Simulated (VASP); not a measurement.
Runs of VASP 6.6.1 on HgTe. The structure is that of space group Fm-3m (No. 225), or close to it. The cells are those of the table. 

```tsv
task	cell	gap on the mesh (eV)	pressure (GPa)
electric field gradients	a = 4.118 Å, angles 60.0°, 2 atoms	none	(b)
single point	a = 4.111, b = 4.111, c = 4.090 Å, angles 60.2, 60.2, 59.7°, 2 atoms	none	8.3
single point	a = 4.091, b = 4.091, c = 4.049 Å, angles 60.3, 60.3, 59.3°, 2 atoms	none	10.5
single point	a = 4.173, b = 4.173, c = 4.132 Å, angles 60.3, 60.3, 59.3°, 2 atoms	none	(a)
single point	a = 4.091, b = 4.091, c = 4.132 Å, angles 59.7, 59.7, 60.7°, 2 atoms	none	8.4
electric field gradients	a = 4.145 Å, angles 60.0°, 2 atoms	none	5.5
electric field gradients	a = 4.186 Å, angles 60.0°, 2 atoms	none	3.1
single point	a = 4.152, b = 4.152, c = 4.132 Å, angles 60.2, 60.2, 59.7°, 2 atoms	none	5.5
```

Alike in all rows: level PBEsol; potentials or basis VASP PAW PBE potentials, release 64 (Hg, Te); no spin polarisation; k mesh 12 × 12 × 12; cutoff (eV) 520; smearing fermi-dirac 0.08 eV.

Task: Fill in the values left out.

Result: (a) 4.7; (b) 7.3.

Caveats: the cell stands under pressure; the PAW data sets were made with another functional, which shifts forces and pressure a little; spin-orbit coupling is left out, which moves the levels of the heavy elements.

A k mesh can miss the band edges, and the runs leave out spin-orbit coupling on Hg, Te.

A gap of «none» marks levels without a gap at the run's occupations.
